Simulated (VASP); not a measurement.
Wanted: the native input for a VASP 6.6.1 run.

- Task: single point
- Functional: r2SCAN
- Potentials or basis: VASP PAW PBE potentials, release 64 (Ge_d)
- Cutoff: 520 eV
- k mesh: 7 × 7 × 4
- Occupations: methfessel-paxton, width 0.15 eV
- Spin: no spin polarisation
- Dipole correction: no
- Further INCAR settings: ALGO = Normal; EDIFF = 1e-06; NBANDS = 36

Crystal: Ge.

```
Ge
1.0
     3.85963    0.00000    0.00000
    -1.92981    3.34253    0.00000
     0.00000    0.00000    6.37163
Ge
4
Cartesian
  1.9298 1.1142 0.4008
  0.0000 2.2284 3.5866
  1.9298 1.1142 2.7850
  0.0000 2.2284 5.9708
```

One way to write it, as run:

POSCAR

```
Ge
1.0
    3.8596268470      0.0000000000      0.0000000000
   -1.9298134235      3.3425348699      0.0000000000
    0.0000000000      0.0000000000      6.3716294040
Ge
4
Direct
    0.6666666667      0.3333333333      0.0629010000
    0.3333333333      0.6666666667      0.5629010000
    0.6666666667      0.3333333333      0.4370990000
    0.3333333333      0.6666666667      0.9370990000
```

INCAR.step1

```
PREC = Accurate ; ENCUT = 520
ISMEAR = 1 ; SIGMA = 0.15
LREAL = F ; LASPH = T
NELM = 100 ; NBANDS = 36
GGA = PE ; ALGO = Normal
EDIFF = 1E-4 ; LWAVE = T
LCHARG = F
```

INCAR.step2

```
PREC = Accurate ; ENCUT = 520
EDIFF = 1E-6 ; ISMEAR = 1
SIGMA = 0.15 ; LREAL = F
LASPH = T ; NELM = 100
ALGO = Normal ; ISIF = 2
LWAVE = F ; LCHARG = F
METAGGA = R2SCAN ; LMIXTAU = T
NBANDS = 36 ; ISTART = 1
```

KPOINTS

```
Automatic mesh
0
Gamma
  7 7 4
```

Potentials or basis: VASP PAW PBE potentials, release 64 (Ge_d).

Command:

```bash
$ cat potpaw_PBE.64/Ge_d/POTCAR > POTCAR
$ cp INCAR.step1 INCAR
$ mpirun -np 1 vasp_std > vasp.out
$ cp INCAR.step2 INCAR
$ mpirun -np 1 vasp_std > vasp.out
```

Results of the run:

| Property | Result |
| --- | --- |
| Pressure | 9.6 GPa |
| Largest force | 0.057 eV/Å |
| Band gap on the k mesh | 0.35 eV, direct |

Caveat: the PAW data sets were made with another functional, which shifts forces and pressure a little.

Wall time 2.1 min on 1 thread of Intel(R) Xeon(R) 6975P-C (Granite Rapids) (shared host), peak memory 0.22 GiB.
